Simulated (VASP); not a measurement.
HW12C12: single point with LDA

The system is HW12C12, a slab with vacuum.

```xyz
25
Lattice="5.8068 0.0000 0.0000 0.0000 5.6794 0.0000 0.0000 0.0000 17.7051" Properties=species:S:1:pos:R:3 pbc="T T T"
W     0.0000    0.0000    1.0000
W     1.4453   -0.0036    3.4498
W    -0.0070    0.0296    5.8893
W     0.0000    2.8397    1.0000
W     1.4453    2.8427    3.4499
W    -0.0068    2.8101    5.8891
W     2.9034    0.0000    1.0000
W     4.3481   -0.0127    3.4460
W     2.9093    0.0347    5.9159
W     2.9034    2.8397    1.0000
W     4.3481    2.8521    3.4460
W     2.9092    2.8043    5.9161
C    -0.0073    1.4197    2.5701
C     1.4292    1.4195    5.0411
C    -1.4325    1.4196    6.6235
C     0.0014    4.2595    2.5702
C     1.4559    4.2593    5.0607
C     1.2913    4.2594    6.7603
C     2.8913    1.4197    2.5660
C     4.2963    1.4196    5.0117
C     1.4432    1.4198    6.6326
C     2.8975    4.2594    2.5775
C     4.3474    4.2595    5.0980
C     2.5447    4.2592    7.4313
H     2.6716    4.2593    8.5138
```

```
Program                : VASP 6.6.1
Task                   : single point
Functional             : LDA
Potentials or basis    : VASP PAW LDA potentials, release 64 (W_sv, C, H)
Cutoff                 : 520 eV
k mesh                 : 3 × 3 × 1
Occupations            : fermi-dirac, width 0.15 eV
Spin                   : no spin polarisation
Dipole correction      : no
Further INCAR settings : LREAL = Auto; ALGO = Normal; EDIFF = 1e-06; NBANDS = 126
```

- Largest force: 0.179 eV/Å

Forces on the atoms (eV/Å):
```
W    0.015 -0.033 -0.106
W    0.006  0.010 -0.011
W   -0.041 -0.043  0.065
W    0.015  0.031 -0.106
W    0.006 -0.006 -0.012
W   -0.047  0.037  0.066
W   -0.014 -0.070 -0.164
W    0.005  0.001 -0.014
W    0.040 -0.044  0.047
W   -0.014  0.068 -0.164
W    0.005 -0.001 -0.014
W    0.045  0.047  0.044
C   -0.005  0.001  0.004
C   -0.013  0.000 -0.052
C   -0.001  0.002  0.122
C    0.000  0.000  0.007
C    0.008  0.001  0.010
C   -0.032  0.001  0.041
C   -0.002  0.000  0.007
C    0.000  0.001 -0.047
C    0.001 -0.002  0.131
C   -0.007  0.000 -0.004
C   -0.012 -0.002  0.021
C    0.035  0.002  0.088
H    0.006  0.000  0.042
```

Levels at points of the mesh, in eV from the Fermi level:
```csv
k point,band 105,band 106,band 107,band 108,band 109,band 110,band 111,band 112,band 113,band 114
"(0.00, 0.00, 0.00)",-0.53,-0.40,-0.31,-0.17,-0.06,0.50,0.52,0.99,1.01,1.21
```

It took 13 min on 1 thread of Intel(R) Xeon(R) Platinum 8488C (Sapphire Rapids) (shared host), peak memory 0.55 GiB.

Caveat: the k points lie up to 0.37 Å⁻¹ apart; spin-orbit coupling is left out, which moves the levels of the heavy elements.
